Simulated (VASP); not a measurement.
**La: single point with BLYP**

The system is La.

```xyz
1
Lattice="-2.1075 2.1075 2.1075 2.1075 -2.1075 2.1075 2.1075 2.1075 -2.1075" Properties=species:S:1:pos:R:3 pbc="T T T"
La    0.0000    0.0000    0.0000
```

This isn't the form of La at room conditions, which is double hcp.

* Program: VASP 6.6.1
* Task: single point
* Functional: BLYP
* Potentials or basis: VASP PAW PBE potentials, release 64 (La)
* Cutoff: 520 eV
* k mesh: 12 × 12 × 12
* Occupations: fermi-dirac, width 0.1 eV
* Spin: no spin polarisation

```
Pressure               : 2.4 GPa
Band gap on the k mesh : zero (an odd number of electrons rules out a gap without spin polarisation)
```

Levels at points of the mesh, in eV from the Fermi level:
| k point | band 3 | band 4 | band 5 | band 6 | band 7 | band 8 | band 9 | band 10 |
| --- | --- | --- | --- | --- | --- | --- | --- | --- |
| (0.00, 0.00, 0.00) | -15.94 | -15.94 | -3.10 | 1.32 | 1.32 | 1.32 | 1.42 | 1.42 |
| (0.50, 0.00, 0.00) | -16.36 | -15.96 | -1.76 | -0.20 | 1.33 | 1.44 | 1.64 | 1.89 |
| (0.50, 0.50, 0.50) | -16.85 | -16.85 | -1.84 | -1.84 | 1.45 | 1.61 | 1.61 | 1.61 |

Run time: 50 s on 1 thread of Intel(R) Xeon(R) Platinum 8375C CPU @ 2.90GHz (Ice Lake), on a shared host, peak memory 0.19 GiB.

Caveat: the PAW data sets were made with another functional, which shifts forces and pressure a little; spin-orbit coupling is left out, which moves the levels of the heavy elements.
